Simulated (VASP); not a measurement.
Ag, 1 atom in the cell. Symmetry: Fm-3m, No. 225, cubic system. Conventional cell: a = 3.890 Å, b = 3.890 Å, c = 3.890 Å, α = 90.00°, β = 90.00°, γ = 90.00°. Ag (site symmetry m-3m) has 12 Ag at 2.75 Å within 3.6 Å. 

| Item | Value |
| --- | --- |
| Program | VASP 6.6.1 |
| Task | relaxation of cell and atoms |
| Functional | PBEsol |
| Potentials or basis | VASP PAW PBE potentials, release 64 (Ag) |
| Cutoff | 600 eV |
| k mesh | 18 × 18 × 18 |
| Occupations | gaussian, width 0.1 eV |
| Spin | no spin polarisation |
| Target pressure | 20 GPa |
| Dipole correction | no |
| Further INCAR settings | ALGO = Fast; EDIFF = 1e-06; IBRION = 2; EDIFFG = -0.008; NSW = 70; ISIF = 3 |

Potentials or basis: VASP PAW PBE potentials, release 64 (Ag).

Run with:

```console
$ cat potpaw_PBE.64/Ag/POTCAR > POTCAR
$ mpirun -np 1 vasp_std > vasp.out
```

Hardware: 1 thread of Intel(R) Xeon(R) 6975P-C (Granite Rapids) (shared host).

Problem. Estimate the wall time of this run.

Solution. It took 23 s on 1 thread of Intel(R) Xeon(R) 6975P-C (Granite Rapids), on a shared host, peak memory 0.17 GiB. Counts: scf iterations 22, k points 195, ion steps 3.
